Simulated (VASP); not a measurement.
# Ge7H2 in VASP: single point with LDA

Aim: the single point of Ge7H2 with LDA.

Program: VASP 6.6.1. These are calculated values, not measurements. Logs are shortened: lines on timing, memory, paths and dates and some standing lists are left out, and cuts for length are marked.

## 1. The cell of the first run

The cell holds a slab with vacuum, 18 atoms: a = 3.975 Å, b = 7.950 Å, c = 22.189 Å, α = 90.00°, β = 90.00°, γ = 90.00°.

## 2. Single point, LDA

Input file INCAR:

```
ALGO = Normal
DIPOL = 0.5 0.5 0.355
EDIFF = 1E-6
ENCUT = 520
IDIPOL = 3
ISIF = 2
ISMEAR = 0
LASPH = T
LCHARG = F
LDIPOL = T
LREAL = Auto
LWAVE = F
NBANDS = 115
NELM = 100
PREC = Accurate
SIGMA = 0.05
```

Input file KPOINTS:

```
k-points
0
Gamma
  6 3 1
```

Input file POSCAR:

```
Ge7H2
1.0
    3.9752292141      0.0000000000      0.0000000000
    0.0000000000      7.9504584281      0.0000000000
    0.0000000000      0.0000000000     22.1891745247
Ge H
14 4
Direct
    0.0000000000      0.2500000000      0.2211186323
    0.0000000000      0.7500000000      0.2211186323
    0.0000000000      0.5000000000      0.2844583372
    0.0000000000      0.0000000000      0.2844583372
    0.5000000000      0.5000000000      0.3477980422
    0.5000000000      0.0000000000      0.3477980422
    0.5000000000      0.7529728335      0.4099039792
    0.5000000000      0.2480073611      0.4060739231
    0.0000000000      0.7550601846      0.4719152646
    0.0000000000      0.2413775925      0.4648638322
    0.0000000000      0.0006481945      0.5369082693
    0.0000000000      0.4937126649      0.5246406477
    0.5000000000      0.1364859910      0.5695623682
    0.5000000000      0.4383975912      0.5797925820
   -0.3085651772      0.2500000000      0.1796750369
    0.3085651772      0.2500000000      0.1796750369
    0.3079205199      0.7500000000      0.1794214520
   -0.3079205199      0.7500000000      0.1794214520
```

Potentials or basis: VASP PAW LDA potentials, release 64 (Ge_d, H).

Command:

```bash
$ cat potpaw_LDA.64/Ge_d/POTCAR potpaw_LDA.64/H/POTCAR > POTCAR
$ mpirun -np 1 vasp_std > vasp.out
```

OUTCAR:

```text
EDIFF = 1E-6
   ENCUT = 520
   ISIF = 2
   ISMEAR = 0
   LASPH = T
   LREAL = Auto
   NELM = 100
   PREC = Accurate

 ion  position               nearest neighbor table
   1  0.000  0.250  0.221-  15 1.53  16 1.53   3 2.43   4 2.43
   2  0.000  0.750  0.221-  17 1.53  18 1.53   3 2.43   4 2.43
   3  0.000  0.500  0.284-   1 2.43   2 2.43   5 2.43   5 2.43
   4  0.000  0.000  0.284-   1 2.43   2 2.43   6 2.43   6 2.43
   5  0.500  0.500  0.348-   8 2.38   3 2.43   3 2.43   7 2.44
   6  0.500  0.000  0.348-   8 2.36   7 2.40   4 2.43   4 2.43
   7  0.500  0.753  0.410-   6 2.40   9 2.42   9 2.42   5 2.44
   8  0.500  0.248  0.406-   6 2.36  10 2.38  10 2.38   5 2.38
   9  0.000  0.755  0.472-  12 2.38   7 2.42   7 2.42  11 2.43
  10  0.000  0.241  0.465-   8 2.38   8 2.38  12 2.41  11 2.49
  11  0.000  0.001  0.537-  13 2.38  13 2.38   9 2.43  10 2.49
  12  0.000  0.494  0.525-  14 2.38  14 2.38   9 2.38  10 2.41
  13  0.500  0.136  0.570-  11 2.38  11 2.38  14 2.41
  14  0.500  0.438  0.580-  12 2.38  12 2.38  13 2.41
  15  0.691  0.250  0.180-   1 1.53
  16  0.309  0.250  0.180-   1 1.53
  17  0.308  0.750  0.179-   2 1.53
  18  0.692  0.750  0.179-   2 1.53

  LATTYP: Found a simple orthorhombic cell.
 ALAT       =     3.9752292141
 B/A-ratio  =     2.0000000000
 C/A-ratio  =     5.5818603984

  Lattice vectors:

 A1 = (   3.9752292141,   0.0000000000,   0.0000000000)
 A2 = (   0.0000000000,   7.9504584281,   0.0000000000)
 A3 = (   0.0000000000,   0.0000000000,  22.1891745247)

Analysis of symmetry for initial positions (statically):
=====================================================================
 Subroutine PRICEL returns:
 Original cell was already a primitive cell.

 Routine SETGRP: Setting up the symmetry group for a
 simple orthorhombic supercell.

 Subroutine GETGRP returns: Found  2 space group operations
 (whereof  2 operations were pure point group operations)
 out of a pool of  8 trial point group operations.

The static configuration has the point symmetry C_1h.

Analysis of symmetry for dynamics (positions and initial velocities):
=====================================================================
 Subroutine PRICEL returns:
 Original cell was already a primitive cell.

 Routine SETGRP: Setting up the symmetry group for a
 simple orthorhombic supercell.

 Subroutine GETGRP returns: Found  2 space group operations
 (whereof  2 operations were pure point group operations)
 out of a pool of  8 trial point group operations.

The dynamic configuration has the point symmetry C_1h.

 Subroutine INISYM returns: Found  2 space group operations
 (whereof  2 operations are pure point group operations),
 and found     1 'primitive' translations

----------------------------------------------------------------------------------------

                                     Primitive cell

  volume of cell :     701.2865

  direct lattice vectors                    reciprocal lattice vectors
     3.975229214  0.000000000  0.000000000     0.251557821  0.000000000  0.000000000
     0.000000000  7.950458428  0.000000000     0.000000000  0.125778911  0.000000000
     0.000000000  0.000000000 22.189174525     0.000000000  0.000000000  0.045067021

  length of vectors
     3.975229214  7.950458428 22.189174525     0.251557821  0.125778911  0.045067021

  position of ions in fractional coordinates (direct lattice)
     0.000000000  0.250000000  0.221118632
     0.000000000  0.750000000  0.221118632
     0.000000000  0.500000000  0.284458337
     0.000000000  0.000000000  0.284458337
     0.500000000  0.500000000  0.347798042
     0.500000000  0.000000000  0.347798042
[... 10 lines left out ...]
     0.307920520  0.750000000  0.179421452
     0.692079480  0.750000000  0.179421452

  ion indices of the primitive-cell ions
   primitive index   ion index
                 1           1
                 2           2
                 3           3
                 4           4
                 5           5
                 6           6
[... 10 lines left out ...]
                17          17
                18          18

----------------------------------------------------------------------------------------

 KPOINTS: k-points

Automatic generation of k-mesh.
 Grid dimensions read from file:
 generate k-points for:    6    3    1

 Generating k-lattice:

  Cartesian coordinates                     Fractional coordinates (reciprocal lattice)
     0.041926304  0.000000000  0.000000000     0.166666667  0.000000000  0.000000000
     0.000000000  0.041926304  0.000000000     0.000000000  0.333333333  0.000000000
     0.000000000  0.000000000  0.045067021     0.000000000  0.000000000  1.000000000

  Length of vectors
     0.041926304  0.041926304  0.045067021

  Shift w.r.t. Gamma in fractional coordinates (k-lattice)
     0.000000000  0.000000000  0.000000000

 Subroutine IBZKPT returns following result:
 ===========================================

 Found      8 irreducible k-points:

 Following reciprocal coordinates:
            Coordinates               Weight
  0.000000  0.000000  0.000000      1.000000
  0.166667  0.000000  0.000000      2.000000
  0.333333  0.000000  0.000000      2.000000
  0.500000  0.000000  0.000000      1.000000
  0.000000  0.333333  0.000000      2.000000
  0.166667  0.333333  0.000000      4.000000
  0.333333  0.333333  0.000000      4.000000
  0.500000  0.333333  0.000000      2.000000
   k-points           NKPTS =      8   k-points in BZ     NKDIM =      8   number of bands    NBANDS=    115
   number of dos      NEDOS =    301   number of ions     NIONS =     18
   total plane-waves  NPLWV = 302400
   dimension x,y,z NGX =    30 NGY =   60 NGZ =  168
   dimension x,y,z NGXF=    60 NGYF=  120 NGZF=  336
   ions per type =              14   4
   NGX,Y,Z   is equivalent  to a cutoff of  12.55, 12.55, 12.59 a.u.
   NGXF,Y,Z  is equivalent  to a cutoff of  25.09, 25.09, 25.17 a.u.
 SYSTEM =  unknown system
   PREC   = accura    normal or accurate (medium, high low for compatibility)
   ISTART =      0    job   : 0-new  1-cont  2-samecut
   ICHARG =      2    charge: 1-file 2-atom 10-const
   ISPIN  =      1    spin polarized calculation?
   LNONCOLLINEAR =      F non collinear calculations
   LSORBIT =      F    spin-orbit coupling
   LASPH  =      T    aspherical Exc in radial PAW
   ENCUT  =  520.0 eV  38.22 Ry    6.18 a.u.   7.39 14.78 41.26*2*pi/ulx,y,z
   NELM   =    100;   NELMIN=  2; NELMDL= -5     # of ELM steps
   EDIFF  = 0.1E-05   stopping-criterion for ELM
   LREAL  =      T    real-space projection
   EDIFFG = 0.1E-04   stopping-criterion for IOM
   NSW    =      0    number of steps for IOM
   IBRION =     -1    ionic relax: 0-MD 1-quasi-New 2-CG
   NFREE  =      0    steps in history (QN), initial steepest desc. (CG)
   ISIF   =      2    stress and relaxation
   ISYM   =      2    0-nonsym 1-usesym 2-fastsym
   POTIM  = 0.5000    time-step for ionic-motion
   TEBEG  =    0.0;   TEEND  =   0.0 temperature during run
   PSTRESS=    0.0 pullay stress
   NELECT =     200.0000    total number of electrons
   NUPDOWN=      -1.0000    fix difference up-down
   EMIN   =  10.00;   EMAX   =-10.00  energy-range for DOS
   EFERMI =   0.00;   METHOD = LEGACY
   ISMEAR =     0;   SIGMA  =   0.05  broadening in eV -4-tet -1-fermi 0-gaus
   EFERMI_NEDOS =   21; number of points for ismear=-14 and -15
   IALGO  =     38    algorithm
   IMIX   =      4    mixing-type and parameters
     AMIX     =   0.40;   BMIX     =  1.00
     AMIX_MAG =   1.60;   BMIX_MAG =  1.00
  volume/ion in A,a.u.               =      38.96       262.92
  Fermi-wavevector in a.u.,A,eV,Ry     =   1.077589  2.036347 15.799048  1.161197
  Thomas-Fermi vector in A             =   2.213504
   LORBIT       =      0    0 simple, 1 ext, 2 COOP (PROOUT), +10 PAW based schemes
   GGA     = CA    functional components
   LHFCALC =     F    Hartree Fock is set to
   AEXX    =    0.0000 exact exchange contribution
   IVDW    =     0    specifies the selected vdW correction
   LEPSILON=     F    determine dielectric tensor
   LRPA    =     F    only Hartree local field effects (RPA)
 non-spin polarized calculation
 Gauss-broadening in eV      SIGMA  =   0.05
  energy-cutoff  :      520.00
  volume of cell :      701.29
 maximum number of plane-waves:     18965
 NGX is ok and might be reduce to    30
   NGX = 15   NGY = 29   NGZ = 83

 dipolmoment           0.000000      0.000000     -0.021672 electrons x Angstroem

 number of electron     199.9999961 magnetization

 dipolmoment           0.000000      0.000000      0.049418 electrons x Angstroem

 Free energy of the ion-electron system (eV)
  ---------------------------------------------------
  ext. energy  EPLUGINS =         0.00000000
  ---------------------------------------------------
  free energy    TOTEN  =       -82.52960266 eV

  energy without entropy =      -82.52223695  energy(sigma->0) =      -82.52591981

 E-fermi :  -0.2054     XC(G=0):  -5.3993

 val. band max:       -0.2477329922   @ k =   0.1667   0.0000   0.0000
 cond. band min:      -0.1867532473   @ k =   0.1667   0.3333   0.0000
 fundamental gap:      0.0609797449
 Fermi energy:        -0.2054240285

 k-point     1 :       0.0000    0.0000    0.0000
  band No.  band energies     occupation
      1     -25.4438      2.00000
      2     -25.4395      2.00000
      3     -25.4170      2.00000
      4     -25.3800      2.00000
      5     -25.3561      2.00000
      6     -25.3400      2.00000
[... 104 lines left out ...]
    111       2.5265      0.00000
    112       2.8618      0.00000

 k-point     2 :       0.1667    0.0000    0.0000
  band No.  band energies     occupation
      1     -25.4554      2.00000
      2     -25.4335      2.00000
      3     -25.4180      2.00000
      4     -25.3868      2.00000
      5     -25.3495      2.00000
      6     -25.3416      2.00000
[... 682 lines left out ...]
 k-point     8 :       0.5000    0.3333    0.0000
  band No.  band energies     occupation
      1     -25.4526      2.00000
      2     -25.4343      2.00000
      3     -25.4274      2.00000
      4     -25.3844      2.00000
      5     -25.3757      2.00000
      6     -25.3462      2.00000
[... 104 lines left out ...]
    111       3.1990      0.00000
    112       3.5497      0.00000
 [bands above 112 left out]

------------------------ aborting loop because EDIFF is reached ----------------------------------------

 vacuum level on the upper side and lower side of the slab       (xc-potential included)        -0.043        -0.279

  FORCE on cell =-STRESS in cart. coord.  units (eV):
  Direction    XX          YY          ZZ          XY          YZ          ZX
  --------------------------------------------------------------------------------------
  -------------------------------------------------------------------------------------
  Total        9.5665896      1.5465426      5.0856002      0.0000000     -0.0054975      0.0000000
  in kB       21.8560782      3.5332713     11.6186938      0.0000000     -0.0125598      0.0000000
  external PRESSURE =      12.3360145 kB  Pullay stress =       0.0000000 kB

 VOLUME and BASIS-vectors are now :
 -----------------------------------------------------------------------------
  energy-cutoff  :      520.00
  volume of cell :      701.29
      direct lattice vectors                 reciprocal lattice vectors
     3.975229214  0.000000000  0.000000000     0.251557821  0.000000000  0.000000000
     0.000000000  7.950458428  0.000000000     0.000000000  0.125778911  0.000000000
     0.000000000  0.000000000 22.189174525     0.000000000  0.000000000  0.045067021

 POSITION                                       TOTAL-FORCE (eV/Angst)
 -----------------------------------------------------------------------------------
      0.00000      1.98761      4.90644         0.000000     -0.043043      0.362655
      0.00000      5.96284      4.90644         0.000000      0.032439      0.256488
      0.00000      3.97523      6.31190         0.000000      0.171264     -0.272038
      0.00000      0.00000      6.31190         0.000000     -0.155209     -0.261617
      1.98761      3.97523      7.71735         0.000000      0.170958     -0.428933
      1.98761      0.00000      7.71735         0.000000     -0.172540     -0.812514
[... 10 lines left out ...]
      1.22405      5.96284      3.98121         0.003695     -0.015321     -0.005693
      2.75117      5.96284      3.98121        -0.003695     -0.015321     -0.005693
 -----------------------------------------------------------------------------------
    total drift:                                0.000000     -0.000024     -0.001489

  FREE ENERGIE OF THE ION-ELECTRON SYSTEM (eV)
  ---------------------------------------------------
  free  energy   TOTEN  =       -82.5296026603 eV

  energy  without entropy=      -82.5222369507  energy(sigma->0) =      -82.52591981

 vacuum level on the upper side and lower side of the slab         4.225         3.978
```

Wall time 32 min (1 thread of Intel Xeon Platinum 8259CL at 2.50GHz (Skylake/Cascade Lake), shared host); peak memory 0.69 GiB.

Results:

| Item | Value |
| --- | --- |
| Free energy | -82.5296 eV |
| Largest force | 1.057 eV/Å |
| Band gap on the k mesh | zero (bands 100 and 101 overlap by 0.25 eV) |

Forces in eV/Å, atoms in the order of the input:
```
Ge   0.000 -0.043  0.363
Ge   0.000  0.032  0.256
Ge   0.000  0.171 -0.272
Ge   0.000 -0.155 -0.262
Ge   0.000  0.171 -0.429
Ge   0.000 -0.173 -0.813
Ge   0.000  0.000  0.000
Ge   0.000 -0.003  0.004
Ge   0.000  0.000  0.010
Ge   0.000 -0.002 -0.006
Ge   0.000 -0.003  0.011
Ge   0.000 -0.004  0.008
Ge   0.000 -0.001  0.111
Ge   0.000  0.007  1.057
H   -0.014  0.016 -0.014
H    0.014  0.016 -0.014
H    0.004 -0.015 -0.006
H   -0.004 -0.015 -0.006
```

Levels at points of the mesh, in eV from the Fermi level:
```csv
k point,band 97,band 98,band 99,band 100,band 101,band 102,band 103,band 104
"(0.00, 0.00, 0.00)",-1.37,-0.95,-0.58,-0.56,0.06,0.50,0.63,0.96
"(0.50, 0.00, 0.00)",-1.75,-1.62,-1.23,-1.02,-0.23,0.47,0.96,1.59
```

The gap in the log of VASP goes by the Fermi energy; the results here count the filled bands.